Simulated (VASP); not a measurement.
Input of a VASP 6.6.1 run:

File INCAR:

```
SYSTEM = BiN
ALGO = Normal
EDIFF = 1E-6
ENCUT = 600
GGA = PE
GGA_COMPAT = .FALSE.
ISIF = 2
ISMEAR = 0
LASPH = .TRUE.
LCHARG = .TRUE.
LELF = .TRUE.
LREAL = .FALSE.
LVHAR = .TRUE.
LWAVE = .FALSE.
NBANDS = 17
NELM = 120
PREC = Accurate
SIGMA = 0.15
```

KPOINTS

```
k-points
0
G
  5 5 5
  0 0 0
```

Contents of POSCAR:

```
BiN
1.0
   -1.8186687123      1.8186687123      2.5660686770
    1.8186687123     -1.8186687123      2.5660686770
    1.8186687123      1.8186687123     -2.5660686770
Bi N
1 1
Direct
    0.0000000000      0.0000000000      0.0000000000
    0.5000000000      0.5000000000      0.0000000000
```

Potentials or basis: VASP PAW PBE potentials, release 64 (Bi_d, N).

Command:

```bash
$ cat potpaw_PBE.64/Bi_d/POTCAR potpaw_PBE.64/N/POTCAR > POTCAR
$ mpirun -np 1 vasp_std > vasp.out
```

(1) Predict the band gap on the k mesh.

(2) What does it give for the pressure?

## Answers

(1) 0.92 eV (least direct gap 0.92 eV).

(2) -0.3 GPa.

Caveat: the k points lie up to 0.42 Å⁻¹ apart; spin-orbit coupling is left out, which moves the levels of the heavy elements; an odd mesh through Γ misses points on the zone boundary, where band edges can lie.
